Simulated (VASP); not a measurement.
# TiSe (Pnma) in VASP: single point with r2SCAN

Aim: the single point of TiSe with r2SCAN.

Everything below comes from runs of VASP 6.6.1. Logs are shortened: lines on timing, memory, paths and dates and some standing lists are left out, and cuts for length are marked.

**1. The cell of the first run**

It takes space group Pnma (No. 62, orthorhombic). The conventional cell has a = 6.530 Å, b = 3.533 Å, c = 6.326 Å, α = 90.00°, β = 90.00°, γ = 90.00°. Within 3.6 Å of Ti (site symmetry m) lie 6 Se at 2.55 to 2.86 Å and 6 Ti at 2.99 to 3.53 Å. Se (site symmetry m) has 6 Ti at 2.55 to 2.86 Å and 8 Se at 3.53 to 3.65 Å within 3.7 Å.

**2. Single point, r2SCAN**

POSCAR

```
TiSe
1.0
    6.5295192300      0.0000000000      0.0000000000
    0.0000000000      3.5332811300      0.0000000000
    0.0000000000      0.0000000000      6.3258902500
Ti Se
4 4
Direct
    0.0045936498      0.2500000000      0.8091241006
    0.4954063502      0.7500000000      0.3091241006
    0.5045936498      0.2500000000      0.6908758994
    0.9954063502      0.7500000000      0.1908758994
    0.2188337121      0.2500000000      0.4156608624
    0.2811662879      0.7500000000      0.9156608624
    0.7188337121      0.2500000000      0.0843391376
    0.7811662879      0.7500000000      0.5843391376
```

INCAR.step1

```
SYSTEM = TiSe
PREC = Accurate ; ENCUT = 520
ISMEAR = -1 ; SIGMA = 0.1
LREAL = .FALSE. ; LASPH = .TRUE.
NELM = 80 ; NBANDS = 46
GGA = PE ; ALGO = Normal
EDIFF = 1E-4 ; LWAVE = .TRUE.
LCHARG = .FALSE.
```

INCAR.step2

```
SYSTEM = TiSe
PREC = Accurate ; ENCUT = 520
EDIFF = 1E-7 ; ISMEAR = -1
SIGMA = 0.1 ; LREAL = .FALSE.
LASPH = .TRUE. ; NELM = 80
ALGO = Normal ; ISIF = 2
LWAVE = .FALSE. ; LCHARG = .FALSE.
METAGGA = R2SCAN ; LMIXTAU = .TRUE.
NBANDS = 46 ; ISTART = 1
```

KPOINTS

```
Automatic mesh
0
G
  5 10 6
  0 0 0
```

Potentials or basis: VASP PAW PBE potentials, release 64 (Ti_sv, Se).

Run with:

```console
cat potpaw_PBE.64/Ti_sv/POTCAR potpaw_PBE.64/Se/POTCAR > POTCAR
cp INCAR.step1 INCAR
mpirun -np 1 vasp_std > vasp.out
cp INCAR.step2 INCAR
mpirun -np 1 vasp_std > vasp.out
```

OUTCAR:

```text
SYSTEM = TiSe
   PREC = Accurate
   ENCUT = 520
   EDIFF = 1E-7
   ISMEAR = -1
   LREAL = .FALSE.
   LASPH = .TRUE.
   NELM = 80
   ISIF = 2
   METAGGA = R2SCAN
   ISTART = 1

 ion  position               nearest neighbor table
   1  0.005  0.250  0.809-   7 2.55   6 2.61   6 2.61   8 2.70   8 2.70   5 2.86
   2  0.495  0.750  0.309-   8 2.55   5 2.61   5 2.61   7 2.70   7 2.70   6 2.86
   3  0.505  0.250  0.691-   5 2.55   8 2.61   8 2.61   6 2.70   6 2.70   7 2.86
   4  0.995  0.750  0.191-   6 2.55   7 2.61   7 2.61   5 2.70   5 2.70   8 2.86
   5  0.219  0.250  0.416-   3 2.55   2 2.61   2 2.61   4 2.70   4 2.70   1 2.86
   6  0.281  0.750  0.916-   4 2.55   1 2.61   1 2.61   3 2.70   3 2.70   2 2.86
   7  0.719  0.250  0.084-   1 2.55   4 2.61   4 2.61   2 2.70   2 2.70   3 2.86
   8  0.781  0.750  0.584-   2 2.55   3 2.61   3 2.61   1 2.70   1 2.70   4 2.86

  LATTYP: Found a simple orthorhombic cell.
 ALAT       =     3.5332811300
 B/A-ratio  =     1.7903727491
 C/A-ratio  =     1.8480044440

  Lattice vectors:

 A1 = (   0.0000000000,   3.5332811300,   0.0000000000)
 A2 = (   0.0000000000,   0.0000000000,   6.3258902500)
 A3 = (   6.5295192300,   0.0000000000,   0.0000000000)

Analysis of symmetry for initial positions (statically):
=====================================================================
 Subroutine PRICEL returns:
 Original cell was already a primitive cell.

 Routine SETGRP: Setting up the symmetry group for a
 simple orthorhombic supercell.

 Subroutine GETGRP returns: Found  8 space group operations
 (whereof  2 operations were pure point group operations)
 out of a pool of  8 trial point group operations.

The static configuration has the point symmetry S_2 .
 The point group associated with its full space group is D_2h.

Analysis of symmetry for dynamics (positions and initial velocities):
=====================================================================
 Subroutine PRICEL returns:
 Original cell was already a primitive cell.

 Routine SETGRP: Setting up the symmetry group for a
 simple orthorhombic supercell.

 Subroutine GETGRP returns: Found  8 space group operations
 (whereof  2 operations were pure point group operations)
 out of a pool of  8 trial point group operations.

The dynamic configuration has the point symmetry S_2 .
 The point group associated with its full space group is D_2h.

 Subroutine INISYM returns: Found  8 space group operations
 (whereof  2 operations are pure point group operations),
 and found     1 'primitive' translations

----------------------------------------------------------------------------------------

                                     Primitive cell

  volume of cell :     145.9423

  direct lattice vectors                    reciprocal lattice vectors
     6.529519230  0.000000000  0.000000000     0.153150633  0.000000000  0.000000000
     0.000000000  3.533281130  0.000000000     0.000000000  0.283023049  0.000000000
     0.000000000  0.000000000  6.325890250     0.000000000  0.000000000  0.158080517

  length of vectors
     6.529519230  3.533281130  6.325890250     0.153150633  0.283023049  0.158080517

  position of ions in fractional coordinates (direct lattice)
     0.004593650  0.250000000  0.809124101
     0.495406350  0.750000000  0.309124101
     0.504593650  0.250000000  0.690875899
     0.995406350  0.750000000  0.190875899
     0.218833712  0.250000000  0.415660862
     0.281166288  0.750000000  0.915660862
     0.718833712  0.250000000  0.084339138
     0.781166288  0.750000000  0.584339138

  ion indices of the primitive-cell ions
   primitive index   ion index
                 1           1
                 2           2
                 3           3
                 4           4
                 5           5
                 6           6
                 7           7
                 8           8

----------------------------------------------------------------------------------------

 KPOINTS: Automatic mesh

Automatic generation of k-mesh.
 Grid dimensions read from file:
 generate k-points for:    5   10    6

 Generating k-lattice:

  Cartesian coordinates                     Fractional coordinates (reciprocal lattice)
     0.030630127  0.000000000  0.000000000     0.200000000  0.000000000  0.000000000
     0.000000000  0.028302305  0.000000000     0.000000000  0.100000000  0.000000000
     0.000000000  0.000000000  0.026346753     0.000000000  0.000000000  0.166666667

  Length of vectors
     0.030630127  0.028302305  0.026346753

  Shift w.r.t. Gamma in fractional coordinates (k-lattice)
     0.000000000  0.000000000  0.000000000

 Subroutine IBZKPT returns following result:
 ===========================================

 Found     72 irreducible k-points:

 Following reciprocal coordinates:
            Coordinates               Weight
  0.000000  0.000000  0.000000      1.000000
  0.200000  0.000000  0.000000      2.000000
  0.400000  0.000000  0.000000      2.000000
  0.000000  0.100000  0.000000      2.000000
  0.200000  0.100000  0.000000      4.000000
  0.400000  0.100000  0.000000      4.000000
[... 16 lines left out ...]
  0.200000  0.100000  0.166667      8.000000
  0.400000  0.100000  0.166667      8.000000
 [... further k-points ...]
   k-points           NKPTS =     72   k-points in BZ     NKDIM =     72   number of bands    NBANDS=     46
   number of dos      NEDOS =    301   number of ions     NIONS =      8
   total plane-waves  NPLWV =  67200
   dimension x,y,z NGX =    50 NGY =   28 NGZ =   48
   dimension x,y,z NGXF=   100 NGYF=   56 NGZF=   96
   ions per type =               4   4
   NGX,Y,Z   is equivalent  to a cutoff of  12.73, 13.17, 12.61 a.u.
   NGXF,Y,Z  is equivalent  to a cutoff of  25.46, 26.35, 25.23 a.u.
 SYSTEM =  TiSe
   PREC   = accura    normal or accurate (medium, high low for compatibility)
   ISTART =      1    job   : 0-new  1-cont  2-samecut
   ICHARG =      0    charge: 1-file 2-atom 10-const
   ISPIN  =      1    spin polarized calculation?
   LNONCOLLINEAR =      F non collinear calculations
   LSORBIT =      F    spin-orbit coupling
   LASPH  =      T    aspherical Exc in radial PAW
   ENCUT  =  520.0 eV  38.22 Ry    6.18 a.u.  12.14  6.57 11.76*2*pi/ulx,y,z
   NELM   =     80;   NELMIN=  2; NELMDL=  0     # of ELM steps
   EDIFF  = 0.1E-06   stopping-criterion for ELM
   LREAL  =      F    real-space projection
   EDIFFG = 0.1E-05   stopping-criterion for IOM
   NSW    =      0    number of steps for IOM
   IBRION =     -1    ionic relax: 0-MD 1-quasi-New 2-CG
   NFREE  =      0    steps in history (QN), initial steepest desc. (CG)
   ISIF   =      2    stress and relaxation
   ISYM   =      2    0-nonsym 1-usesym 2-fastsym
   POTIM  = 0.5000    time-step for ionic-motion
   TEBEG  =    0.0;   TEEND  =   0.0 temperature during run
   PSTRESS=    0.0 pullay stress
   NELECT =      72.0000    total number of electrons
   NUPDOWN=      -1.0000    fix difference up-down
   EMIN   =  10.00;   EMAX   =-10.00  energy-range for DOS
   EFERMI =   0.00;   METHOD = LEGACY
   ISMEAR =    -1;   SIGMA  =   0.10  broadening in eV -4-tet -1-fermi 0-gaus
   EFERMI_NEDOS =   21; number of points for ismear=-14 and -15
   IALGO  =     38    algorithm
   IMIX   =      4    mixing-type and parameters
     AMIX     =   0.40;   BMIX     =  1.00
     AMIX_MAG =   1.60;   BMIX_MAG =  1.00
  volume/ion in A,a.u.               =      18.24       123.11
  Fermi-wavevector in a.u.,A,eV,Ry     =   1.293576  2.444504 22.767161  1.673339
  Thomas-Fermi vector in A             =   2.425213
   LORBIT       =      0    0 simple, 1 ext, 2 COOP (PROOUT), +10 PAW based schemes
   METAGGA = R2SCAN    functional components
   LHFCALC =     F    Hartree Fock is set to
   AEXX    =    0.0000 exact exchange contribution
   IVDW    =     0    specifies the selected vdW correction
   LEPSILON=     F    determine dielectric tensor
   LRPA    =     F    only Hartree local field effects (RPA)
 non-spin polarized calculation
  energy-cutoff  :      520.00
  volume of cell :      145.94
 maximum number of plane-waves:      3956
 NGX is ok and might be reduce to    50
   NGX = 25   NGY = 13   NGZ = 23

 number of electron      72.0000016 magnetization

 Free energy of the ion-electron system (eV)
  ---------------------------------------------------
  ext. energy  EPLUGINS =         0.00000000
  ---------------------------------------------------
  free energy    TOTEN  =      -119.17384174 eV

  energy without entropy =     -119.02338481  energy(sigma->0) =     -119.09861327

 E-fermi :   7.8777     XC(G=0): -11.6235

 val. band max:        7.8774725309   @ k =   0.0000   0.2000   0.0000
 cond. band min:       7.8814450293   @ k =   0.2000   0.2000   0.0000
 fundamental gap:      0.0039724984
 Fermi energy:         7.8776535392

 k-point     1 :       0.0000    0.0000    0.0000
  band No.  band energies     occupation
      1     -51.8813      2.00000
      2     -51.8733      2.00000
      3     -51.8491      2.00000
      4     -51.8413      2.00000
      5     -27.2324      2.00000
      6     -27.2193      2.00000
[... 38 lines left out ...]
     45       9.4759      0.00000
     46       9.5067      0.00000

 k-point     2 :       0.2000    0.0000    0.0000
  band No.  band energies     occupation
      1     -51.8806      2.00000
      2     -51.8741      2.00000
      3     -51.8484      2.00000
      4     -51.8421      2.00000
      5     -27.2252      2.00000
      6     -27.2119      2.00000
[... 38 lines left out ...]
     45       9.5150      0.00000
     46       9.5586      0.00000

 k-point     3 :       0.4000    0.0000    0.0000
  band No.  band energies     occupation
      1     -51.8786      2.00000
      2     -51.8761      2.00000
      3     -51.8464      2.00000
      4     -51.8440      2.00000
      5     -27.2098      2.00000
      6     -27.1951      2.00000
[... 38 lines left out ...]
     45       9.5691      0.00000
     46       9.7480      0.00000

 k-point     4 :       0.0000    0.1000    0.0000
  band No.  band energies     occupation
      1     -51.8802      2.00000
      2     -51.8721      2.00000
      3     -51.8495      2.00000
      4     -51.8417      2.00000
      5     -27.2301      2.00000
      6     -27.2179      2.00000
[... 920 lines left out ...]
     45       9.5662      0.00000
     46       9.7669      0.00000

 k-point    23 :       0.2000    0.1000    0.1667
  band No.  band energies     occupation
      1     -51.8790      2.00000
      2     -51.8734      2.00000
      3     -51.8483      2.00000
      4     -51.8429      2.00000
      5     -27.2213      2.00000
      6     -27.2103      2.00000
[... 38 lines left out ...]
     45       9.5124      0.00000
     46       9.7532      0.00000

 k-point    24 :       0.4000    0.1000    0.1667
  band No.  band energies     occupation
      1     -51.8772      2.00000
      2     -51.8750      2.00000
      3     -51.8467      2.00000
      4     -51.8446      2.00000
      5     -27.2061      2.00000
      6     -27.1933      2.00000
[... 38 lines left out ...]
     45       9.5509      0.00000
     46       9.8156      0.00000

 [... further k-points ...]

------------------------ aborting loop because EDIFF is reached ----------------------------------------

  FORCE on cell =-STRESS in cart. coord.  units (eV):
  Direction    XX          YY          ZZ          XY          YZ          ZX
  --------------------------------------------------------------------------------------
  -------------------------------------------------------------------------------------
  Total       -3.4946310     -3.1558452     -3.1925159      0.0000000      0.0000000      0.0000000
  in kB      -38.3646161    -34.6453714    -35.0479479      0.0000000      0.0000000      0.0000000
  external PRESSURE =     -36.0193118 kB  Pullay stress =       0.0000000 kB

 VOLUME and BASIS-vectors are now :
 -----------------------------------------------------------------------------
  energy-cutoff  :      520.00
  volume of cell :      145.94
      direct lattice vectors                 reciprocal lattice vectors
     6.529519230  0.000000000  0.000000000     0.153150633  0.000000000  0.000000000
     0.000000000  3.533281130  0.000000000     0.000000000  0.283023049  0.000000000
     0.000000000  0.000000000  6.325890250     0.000000000  0.000000000  0.158080517

 POSITION                                       TOTAL-FORCE (eV/Angst)
 -----------------------------------------------------------------------------------
      0.02999      0.88332      5.11843         0.002316     -0.000000     -0.010632
      3.23477      2.64996      1.95549        -0.002316      0.000000     -0.010632
      3.29475      0.88332      4.37041         0.002316      0.000000      0.010632
      6.49952      2.64996      1.20746        -0.002316      0.000000      0.010632
      1.42888      0.88332      2.62942        -0.032910      0.000000     -0.003896
      1.83588      2.64996      5.79237         0.032910      0.000000     -0.003896
      4.69364      0.88332      0.53352        -0.032910     -0.000000      0.003896
      5.10064      2.64996      3.69647         0.032910     -0.000000      0.003896
 -----------------------------------------------------------------------------------
    total drift:                                0.000000      0.000000     -0.000000

  FREE ENERGIE OF THE ION-ELECTRON SYSTEM (eV)
  ---------------------------------------------------
  free  energy   TOTEN  =      -119.1738417356 eV

  energy  without entropy=     -119.0233848111  energy(sigma->0) =     -119.09861327
```

Wall time 20 min (1 thread of AMD EPYC 9R45 (Zen 5), shared host); peak memory 0.49 GiB.

Results:

```
Free energy            : -119.1738 eV
Pressure               : -3.6 GPa
Largest force          : 0.033 eV/Å
Band gap on the k mesh : zero (bands 36 and 37 overlap by 0.30 eV)
```

Forces on the atoms (eV/Å):
```
Ti   0.002  0.000 -0.011
Ti  -0.002  0.000 -0.011
Ti   0.002  0.000  0.011
Ti  -0.002  0.000  0.011
Se  -0.033  0.000 -0.004
Se   0.033  0.000 -0.004
Se  -0.033  0.000  0.004
Se   0.033  0.000  0.004
```

Levels at points of the mesh, in eV from the Fermi level:
```csv
k point,band 33,band 34,band 35,band 36,band 37,band 38,band 39,band 40
"(0.00, 0.00, 0.00)",-1.51,-1.49,-0.34,-0.31,0.07,0.58,0.66,0.88
"(0.00, 0.50, 0.00)",-0.70,-0.70,-0.50,-0.50,0.53,0.53,0.76,0.76
"(0.00, 0.00, 0.50)",-1.26,-1.26,-0.10,-0.10,-0.03,-0.03,0.80,0.80
"(0.00, 0.50, 0.50)",-1.41,-1.41,-0.58,-0.58,0.96,0.96,1.12,1.12
```

Caveat: the cell stands under tension; the PAW data sets were made with another functional, which shifts forces and pressure a little.
